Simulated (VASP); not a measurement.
Here is a VASP 6.6.1 calculation.

The input POSCAR:

```
C
1.0
    0.0000000000     -1.7801161419     -1.7801161419
   -1.7801161419      0.0000000000     -1.7801161419
    1.7801161419      1.7801161419     -3.5602322838
C
4
Direct
    0.7548652296      0.7548652296      0.7354050185
    0.2451347704      0.2451347704      0.2645949815
    0.3701347704      0.3701347704      0.8895949815
    0.8798652296      0.8798652296      0.3604050185
```

Contents of INCAR.step1:

```
SYSTEM = C
PREC = Accurate ; ENCUT = 520
ISMEAR = 0 ; SIGMA = 0.05
LREAL = .FALSE. ; LASPH = .TRUE.
NELM = 80 ; ISYM = 0
NBANDS = 16 ; GGA = PE
ALGO = Normal ; EDIFF = 1E-4
LWAVE = .TRUE. ; LCHARG = .FALSE.
```

INCAR.step2

```
SYSTEM = C
PREC = Accurate ; ENCUT = 520
EDIFF = 1E-7 ; ISMEAR = 0
SIGMA = 0.05 ; LREAL = .FALSE.
LASPH = .TRUE. ; NELM = 80
ALGO = Normal ; ISIF = 2
LWAVE = .FALSE. ; LCHARG = .FALSE.
METAGGA = R2SCAN ; LMIXTAU = .TRUE.
ISYM = 0 ; NBANDS = 16
ISTART = 1
```

File KPOINTS:

```
regular mesh
0
G
  12 12 10
  0 0 0
```

Potentials or basis: VASP PAW PBE potentials, release 64 (C).

Run with:

```console
$ cat potpaw_PBE.64/C/POTCAR > POTCAR
$ cp INCAR.step1 INCAR
$ mpirun -np 1 vasp_std > vasp.out
$ cp INCAR.step2 INCAR
$ mpirun -np 1 vasp_std > vasp.out
```

Problem. Estimate the pressure.

Solution. 3.0 GPa.

Problem. What does it give for the largest force?

Solution. 4.397 eV/Å.

Problem. Estimate the band gap on the k mesh.

Solution. 3.87 eV.

Stress tensor (GPa, compression positive):
```
 2.97 -2.21  2.21
-2.21  2.97  2.21
 2.21  2.21  2.97
```

Caveat: the cell differs from its parent crystal (atoms displaced along a vibrational mode); the PAW data sets were made with another functional, which shifts forces and pressure a little. A k mesh can miss the band edges.
